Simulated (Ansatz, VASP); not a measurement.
One calculation of CdSeS4, two programs

File INCAR:

```
ALGO = Normal
EDIFF = 1E-6
EDIFFG = -0.01
ENCUT = 600
GGA = PE
IBRION = 2
ISIF = 3
ISMEAR = 0
LASPH = True
LCHARG = False
LREAL = False
LWAVE = False
NELM = 100
NSW = 100
PREC = Accurate
SIGMA = 0.1
```

Contents of KPOINTS:

```
k-points
0
Gamma
  8 8 4
```

POSCAR

```
CdSeS4
1.0
    4.7421945341      0.0000000000      0.0000000000
    0.0000000000      4.7421945341      0.0000000000
    0.0000000000      0.0000000000     10.8143672223
Cd Se S
1 1 4
Direct
    0.0000000000      0.0000000000      0.0000000000
    0.5000000000      0.5000000000      0.5000000000
    0.5000000000      0.0000000000      0.0000000000
    0.0000000000      0.5000000000      0.0000000000
    0.0000000000      0.0000000000      0.4111756567
    0.0000000000      0.0000000000      0.5888243433
```

Input for Ansatz:

```yaml
crystal:
  lattice:
    - [4.7421945341, 0.0, 0.0]
    - [0.0, 4.7421945341, 0.0]
    - [0.0, 0.0, 10.8143672223]
  atoms:
    - { symbol: Cd, position: [0.0, 0.0, 0.0] }
    - { symbol: Se, position: [0.5, 0.5, 0.5] }
    - { symbol: S, position: [0.5, 0.0, 0.0] }
    - { symbol: S, position: [0.0, 0.5, 0.0] }
    - { symbol: S, position: [0.0, 0.0, 0.4111756567] }
    - { symbol: S, position: [0.0, 0.0, 0.5888243433] }
basis:
  ecutwfc: 420
kpoints:
  mp_grid: { grid: [8, 8, 4] }
hamiltonian:
  xc: pbe
scf:
  occupations: { method: gaussian, width: 0.1 }
output:
  forces: true
  stress: true
  eigenvalues: true
  write_density: true
  write_potential: true
  elf: true
  volumetric_format: npy
relax:
  adjacent_minimum: "off"
  f_tol: 0.01
  max_steps: 80
  cell: { stress_tol: 0.05 }
```

Change from the starting cell: species swapped into the AlTlF4 type (P4/mmm, No. 123).

Alike in both runs: task relaxation of cell and atoms; functional PBE; k mesh 8 × 8 × 4; occupations gaussian, width 0.1 eV; no spin polarisation.

```csv
,VASP,Ansatz
version,VASP 6.6.1,Ansatz 0.2.0
potentials or method,"VASP PAW PBE potentials, release 64 (Cd, Se, S), cutoff 600 eV","scalar-relativistic, plane waves, PAW"
valence electrons in the cell,42,60
```

Ansatz gave:

| Property | Result |
| --- | --- |
| gap on the k mesh at the Fermi level, each at its own relaxed structure (eV) | none |
| relaxed volume (Å³/atom) | 40.53 |
| relaxed length of the cell vector where the two differ most in proportion (Å) | 4.742 |

Problem. What did VASP give for the same quantities?

Solution. gap on the k mesh at the Fermi level, each at its own relaxed structure (eV): none; relaxed volume (Å³/atom): 40.76; relaxed length of the cell vector where the two differ most in proportion (Å): 4.758.

A gap of «none» marks a metal or a gap that the smearing closes. VASP's potentials hold 42 valence electrons a cell and Ansatz's 60, so a difference there can come from the potentials and not from the codes.
